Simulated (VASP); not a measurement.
# Si2Mo (I4/mmm) in VASP: single point with PBE

Aim: the single point of Si2Mo with PBE.

All numbers are computed with VASP 6.6.1; they aren't measurements. Logs are shortened: lines on timing, memory, paths and dates and some standing lists are left out, and cuts for length are marked.

## (1) The cell of the first run

Symmetry: I4/mmm, No. 139, tetragonal system. Conventional cell: a = 3.204 Å, b = 3.204 Å, c = 7.843 Å, α = 90.00°, β = 90.00°, γ = 90.00°. Within 3.4 Å of Si (site symmetry 4mm) lie 9 Si at 2.59 to 3.20 Å and 5 Mo at 2.61 to 2.63 Å. Mo (site symmetry 4/mmm) has 10 Si at 2.61 to 2.63 Å and 4 Mo at 3.20 Å within 3.4 Å.

## (2) Single point, PBE

The input, INCAR:

```
SYSTEM = Si2Mo
PREC = Accurate
ENCUT = 520
EDIFF = 1E-6
ISMEAR = 0
SIGMA = 0.05
LREAL = .False.
LASPH = .True.
NELM = 80
ALGO = Normal
ISIF = 2
LWAVE = .False.
LCHARG = .True.
GGA = PE
LELF = .True.
LVHAR = .True.
NBANDS = 18
```

The input, KPOINTS:

```
Automatic mesh
0
Gamma
  8 8 8
  0 0 0
```

The input, POSCAR:

```
Si2Mo
1.0
   -1.6018812136      1.6018812136      3.9212716889
    1.6018812136     -1.6018812136      3.9212716889
    1.6018812136      1.6018812136     -3.9212716889
Si Mo
2 1
Direct
    0.3351230337      0.3351230337      0.0000000000
    0.6648769663      0.6648769663      0.0000000000
    0.0000000000      0.0000000000      0.0000000000
```

Potentials or basis: VASP PAW PBE potentials, release 64 (Si, Mo_sv).

Command:

```console
> cat potpaw_PBE.64/Si/POTCAR potpaw_PBE.64/Mo_sv/POTCAR > POTCAR
> mpirun -np 1 vasp_std > vasp.out
```

OUTCAR:

```text
SYSTEM = Si2Mo
   PREC = Accurate
   ENCUT = 520
   EDIFF = 1E-6
   ISMEAR = 0
   LREAL = .False.
   LASPH = .True.
   NELM = 80
   ISIF = 2
   GGA = PE

 ion  position               nearest neighbor table
   1  0.335  0.335  0.000-   2 2.59   3 2.61   3 2.61   3 2.61   3 2.61   3 2.63   2 2.63   2 2.63
                             2 2.63   2 2.63
   2  0.665  0.665  0.000-   1 2.59   3 2.61   3 2.61   3 2.61   3 2.61   3 2.63   1 2.63   1 2.63
                             1 2.63   1 2.63
   3  0.000  0.000  0.000-   2 2.61   2 2.61   2 2.61   1 2.61   2 2.61   1 2.61   1 2.61   1 2.61
                             1 2.63   2 2.63

  LATTYP: Found a body centered tetragonal cell.
 ALAT       =     3.2037624272
 C/A-ratio  =     2.4479166468

  Lattice vectors:

 A1 = (  -1.6018812136,   1.6018812136,   3.9212716889)
 A2 = (   1.6018812136,  -1.6018812136,   3.9212716889)
 A3 = (   1.6018812136,   1.6018812136,  -3.9212716889)

Analysis of symmetry for initial positions (statically):
=====================================================================
 Subroutine PRICEL returns:
 Original cell was already a primitive cell.

 Routine SETGRP: Setting up the symmetry group for a
 body centered tetragonal supercell.

 Subroutine GETGRP returns: Found 16 space group operations
 (whereof 16 operations were pure point group operations)
 out of a pool of 16 trial point group operations.

The static configuration has the point symmetry D_4h.

Analysis of symmetry for dynamics (positions and initial velocities):
=====================================================================
 Subroutine PRICEL returns:
 Original cell was already a primitive cell.

 Routine SETGRP: Setting up the symmetry group for a
 body centered tetragonal supercell.

 Subroutine GETGRP returns: Found 16 space group operations
 (whereof 16 operations were pure point group operations)
 out of a pool of 16 trial point group operations.

The dynamic configuration has the point symmetry D_4h.

 Subroutine INISYM returns: Found 16 space group operations
 (whereof 16 operations are pure point group operations),
 and found     1 'primitive' translations

----------------------------------------------------------------------------------------

                                     Primitive cell

  volume of cell :      40.2483

  direct lattice vectors                    reciprocal lattice vectors
    -1.601881214  1.601881214  3.921271689     0.000000000  0.312133007  0.127509655
     1.601881214 -1.601881214  3.921271689     0.312133007  0.000000000  0.127509655
     1.601881214  1.601881214 -3.921271689     0.312133007  0.312133007  0.000000000

  length of vectors
     4.528622142  4.528622142  4.528622142     0.337173140  0.337173140  0.441422732

  position of ions in fractional coordinates (direct lattice)
     0.335123034  0.335123034  0.000000000
     0.664876966  0.664876966  0.000000000
     0.000000000  0.000000000  0.000000000

  ion indices of the primitive-cell ions
   primitive index   ion index
                 1           1
                 2           2
                 3           3

----------------------------------------------------------------------------------------

 KPOINTS: Automatic mesh

Automatic generation of k-mesh.
 Grid dimensions read from file:
 generate k-points for:    8    8    8

 Generating k-lattice:

  Cartesian coordinates                     Fractional coordinates (reciprocal lattice)
     0.000000000  0.039016626  0.015938707     0.125000000  0.000000000  0.000000000
     0.039016626  0.000000000  0.015938707     0.000000000  0.125000000  0.000000000
     0.039016626  0.039016626  0.000000000     0.000000000  0.000000000  0.125000000

  Length of vectors
     0.042146642  0.042146642  0.055177841

  Shift w.r.t. Gamma in fractional coordinates (k-lattice)
     0.000000000  0.000000000  0.000000000

 Subroutine IBZKPT returns following result:
 ===========================================

 Found     59 irreducible k-points:

 Following reciprocal coordinates:
            Coordinates               Weight
  0.000000  0.000000  0.000000      1.000000
  0.125000  0.000000  0.000000      8.000000
  0.250000  0.000000  0.000000      8.000000
  0.375000  0.000000  0.000000      8.000000
  0.500000  0.000000  0.000000      4.000000
  0.125000  0.125000  0.000000      8.000000
[... 16 lines left out ...]
  0.250000  0.125000  0.125000     16.000000
  0.375000  0.125000  0.125000      8.000000
 [... further k-points ...]
   k-points           NKPTS =     59   k-points in BZ     NKDIM =     59   number of bands    NBANDS=     18
   number of dos      NEDOS =    301   number of ions     NIONS =      3
   total plane-waves  NPLWV =  46656
   dimension x,y,z NGX =    36 NGY =   36 NGZ =   36
   dimension x,y,z NGXF=    72 NGYF=   72 NGZF=   72
   ions per type =               2   1
   NGX,Y,Z   is equivalent  to a cutoff of  13.22, 13.22, 13.22 a.u.
   NGXF,Y,Z  is equivalent  to a cutoff of  26.43, 26.43, 26.43 a.u.
 SYSTEM =  Si2Mo
   PREC   = accura    normal or accurate (medium, high low for compatibility)
   ISTART =      0    job   : 0-new  1-cont  2-samecut
   ICHARG =      2    charge: 1-file 2-atom 10-const
   ISPIN  =      1    spin polarized calculation?
   LNONCOLLINEAR =      F non collinear calculations
   LSORBIT =      F    spin-orbit coupling
   LASPH  =      T    aspherical Exc in radial PAW
   ENCUT  =  520.0 eV  38.22 Ry    6.18 a.u.   8.42  8.42  8.42*2*pi/ulx,y,z
   NELM   =     80;   NELMIN=  2; NELMDL= -5     # of ELM steps
   EDIFF  = 0.1E-05   stopping-criterion for ELM
   LREAL  =      F    real-space projection
   EDIFFG = 0.1E-04   stopping-criterion for IOM
   NSW    =      0    number of steps for IOM
   IBRION =     -1    ionic relax: 0-MD 1-quasi-New 2-CG
   NFREE  =      0    steps in history (QN), initial steepest desc. (CG)
   ISIF   =      2    stress and relaxation
   ISYM   =      2    0-nonsym 1-usesym 2-fastsym
   POTIM  = 0.5000    time-step for ionic-motion
   TEBEG  =    0.0;   TEEND  =   0.0 temperature during run
   PSTRESS=    0.0 pullay stress
   NELECT =      22.0000    total number of electrons
   NUPDOWN=      -1.0000    fix difference up-down
   EMIN   =  10.00;   EMAX   =-10.00  energy-range for DOS
   EFERMI =   0.00;   METHOD = LEGACY
   ISMEAR =     0;   SIGMA  =   0.05  broadening in eV -4-tet -1-fermi 0-gaus
   EFERMI_NEDOS =   21; number of points for ismear=-14 and -15
   IALGO  =     38    algorithm
   IMIX   =      4    mixing-type and parameters
     AMIX     =   0.40;   BMIX     =  1.00
     AMIX_MAG =   1.60;   BMIX_MAG =  1.00
  volume/ion in A,a.u.               =      13.42        90.54
  Fermi-wavevector in a.u.,A,eV,Ry     =   1.338546  2.529485 24.377622  1.791705
  Thomas-Fermi vector in A             =   2.467008
   LORBIT       =      0    0 simple, 1 ext, 2 COOP (PROOUT), +10 PAW based schemes
   GGA     = PE    functional components
   LHFCALC =     F    Hartree Fock is set to
   AEXX    =    0.0000 exact exchange contribution
   IVDW    =     0    specifies the selected vdW correction
   LEPSILON=     F    determine dielectric tensor
   LRPA    =     F    only Hartree local field effects (RPA)
 non-spin polarized calculation
 Gauss-broadening in eV      SIGMA  =   0.05
  energy-cutoff  :      520.00
  volume of cell :       40.25
 maximum number of plane-waves:      1108
 NGX is ok and might be reduce to    36
   NGX = 17   NGY = 17   NGZ = 17

 number of electron      22.0000000 magnetization

 Free energy of the ion-electron system (eV)
  ---------------------------------------------------
  ext. energy  EPLUGINS =         0.00000000
  ---------------------------------------------------
  free energy    TOTEN  =       -23.26021510 eV

  energy without entropy =      -23.25986400  energy(sigma->0) =      -23.26003955

 E-fermi :  12.2195     XC(G=0): -12.4261

 val. band max:       11.9827443719   @ k =   0.5000   0.5000   0.3750
 cond. band min:      12.2433792961   @ k =  -0.3750   0.5000   0.3750
 fundamental gap:      0.2606349242
 Fermi energy:        12.2195324823

 k-point     1 :       0.0000    0.0000    0.0000
  band No.  band energies     occupation
      1     -48.4639      2.00000
      2     -22.6173      2.00000
      3     -22.5389      2.00000
      4     -22.5389      2.00000
      5      -1.1635      2.00000
      6       5.8687      2.00000
[... 10 lines left out ...]
     17      17.3726      0.00000
     18      17.3726      0.00000

 k-point     2 :       0.1250    0.0000    0.0000
  band No.  band energies     occupation
      1     -48.4612      2.00000
      2     -22.6145      2.00000
      3     -22.5768      2.00000
      4     -22.5354      2.00000
      5      -0.8809      2.00000
      6       5.8689      2.00000
[... 10 lines left out ...]
     17      17.6810      0.00000
     18      18.7878      0.00000

 k-point     3 :       0.2500    0.0000    0.0000
  band No.  band energies     occupation
      1     -48.4547      2.00000
      2     -22.6674      2.00000
      3     -22.6075      2.00000
      4     -22.5269      2.00000
      5      -0.0659      2.00000
      6       5.5038      2.00000
[... 10 lines left out ...]
     17      19.0984      0.00000
     18      21.2219      0.00000

 k-point     4 :       0.3750    0.0000    0.0000
  band No.  band energies     occupation
      1     -48.4482      2.00000
      2     -22.7565      2.00000
      3     -22.6006      2.00000
      4     -22.5183      2.00000
      5       1.1871      2.00000
      6       4.2844      2.00000
[... 375 lines left out ...]
      4     -22.5944      2.00000
      5       0.7690      2.00000
      6       5.7435      2.00000
[... 10 lines left out ...]
     17      17.4668      0.00000
     18      20.6677      0.00000

 k-point    23 :       0.2500    0.1250    0.1250
  band No.  band energies     occupation
      1     -48.4395      2.00000
      2     -22.7378      2.00000
      3     -22.6398      2.00000
      4     -22.5870      2.00000
      5       1.8763      2.00000
      6       4.7218      2.00000
[... 10 lines left out ...]
     17      18.8014      0.00000
     18      20.3756      0.00000

 k-point    24 :       0.3750    0.1250    0.1250
  band No.  band energies     occupation
      1     -48.4368      2.00000
      2     -22.7732      2.00000
      3     -22.6352      2.00000
      4     -22.5839      2.00000
      5       2.9755      2.00000
      6       3.5782      2.00000
[... 10 lines left out ...]
     17      19.0432      0.00000
     18      20.6331      0.00000

 [... further k-points ...]

------------------------ aborting loop because EDIFF is reached ----------------------------------------

  FORCE on cell =-STRESS in cart. coord.  units (eV):
  Direction    XX          YY          ZZ          XY          YZ          ZX
  --------------------------------------------------------------------------------------
  -------------------------------------------------------------------------------------
  Total        0.6810669      0.6810669      0.6860302      0.0000000      0.0000000      0.0000000
  in kB       27.1114554     27.1114554     27.3090313      0.0000000      0.0000000      0.0000000
  external PRESSURE =      27.1773141 kB  Pullay stress =       0.0000000 kB

 VOLUME and BASIS-vectors are now :
 -----------------------------------------------------------------------------
  energy-cutoff  :      520.00
  volume of cell :       40.25
      direct lattice vectors                 reciprocal lattice vectors
    -1.601881214  1.601881214  3.921271689     0.000000000  0.312133007  0.127509655
     1.601881214 -1.601881214  3.921271689     0.312133007  0.000000000  0.127509655
     1.601881214  1.601881214 -3.921271689     0.312133007  0.312133007  0.000000000

 POSITION                                       TOTAL-FORCE (eV/Angst)
 -----------------------------------------------------------------------------------
      0.00000      0.00000      2.62822        -0.000000     -0.000000     -0.014698
      0.00000      0.00000      5.21433         0.000000      0.000000      0.014698
      0.00000      0.00000      0.00000        -0.000000     -0.000000     -0.000000
 -----------------------------------------------------------------------------------
    total drift:                               -0.000000     -0.000000      0.000000

  FREE ENERGIE OF THE ION-ELECTRON SYSTEM (eV)
  ---------------------------------------------------
  free  energy   TOTEN  =       -23.2602150975 eV

  energy  without entropy=      -23.2598640007  energy(sigma->0) =      -23.26003955
```

Wall time 36 s (1 thread of Intel Xeon Platinum 8488C (Sapphire Rapids), shared host); peak memory 0.21 GiB.

What came out:

- Free energy: -23.2602 eV
- Pressure: 2.7 GPa
- Largest force: 0.015 eV/Å
- Band gap on the k mesh: zero (band 11 reaches 12.73 eV, above the bottom of band 12 at 11.77 eV)

Forces in eV/Å, atoms in the order of the input:
```
Si   0.000  0.000 -0.015
Si   0.000  0.000  0.015
Mo   0.000  0.000  0.000
```

Levels at points of the mesh, in eV from the Fermi level:
```csv
k point,band 9,band 10,band 11,band 12,band 13,band 14
"(0.00, 0.00, 0.00)",-2.58,-2.58,0.40,3.18,3.23,3.54
"(0.50, 0.00, 0.00)",-2.55,-2.53,-0.47,2.29,3.13,4.10
"(0.50, 0.50, 0.00)",-4.40,-3.01,-1.18,2.34,2.76,3.18
"(0.50, 0.50, 0.50)",-0.54,-0.54,-0.45,-0.45,0.54,4.77
```
